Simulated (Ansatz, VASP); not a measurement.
**Two plane-wave programs on MgZn5S6**

```xyz
12
Lattice="6.7194 0.0000 0.0000 -3.3597 5.8192 0.0000 0.0000 0.0000 6.3414" Properties=species:S:1:pos:R:3 pbc="T T T"
Mg    0.0000    0.0000    3.1954
Zn    1.1316    1.9599    0.0331
Zn   -2.2282    3.8593    0.0331
Zn    4.4563    0.0000    0.0331
Zn    3.3597    1.9397    3.2010
Zn    0.0000    3.8795    3.2010
S     1.1568    2.0036    2.3925
S    -2.2029    3.8156    2.3925
S     4.4059    0.0000    2.3925
S     3.3597    1.9397    5.5688
S     0.0000    3.8795    5.5688
S     0.0000    0.0000    5.6610
```

Alike in both runs: functional PBE; k mesh 6 × 6 × 4; occupations gaussian, width 0.02 eV; no spin polarisation.

Ansatz relaxed the structure, and its values are those at the end. VASP's run is a single point on that final structure, the one shown.

```csv
,VASP,Ansatz
version,VASP 6.6.1,Ansatz 0.2.0
potentials or method,"VASP PAW PBE potentials, release 64 (Mg, Zn, S), cutoff 520 eV","scalar-relativistic, plane waves, PAW"
valence electrons in the cell,98,106
```

|  | VASP | Ansatz | Ansatz less VASP |
| --- | --- | --- | --- |
| gap on the k mesh at the Fermi level (eV) | 2.25 | 2.25 | -0.002 |
| least direct gap on the mesh (eV) | 2.25 | 2.25 | -0.002 |
| pressure (GPa) | 0.1 | 0.0 | -0.09 |
| rms of the force components (eV/Å) | 0.007 | 0.001 | -0.0061 |

VASP's potentials hold 98 valence electrons a cell and Ansatz's 106, so a difference there can come from the potentials and not from the codes.
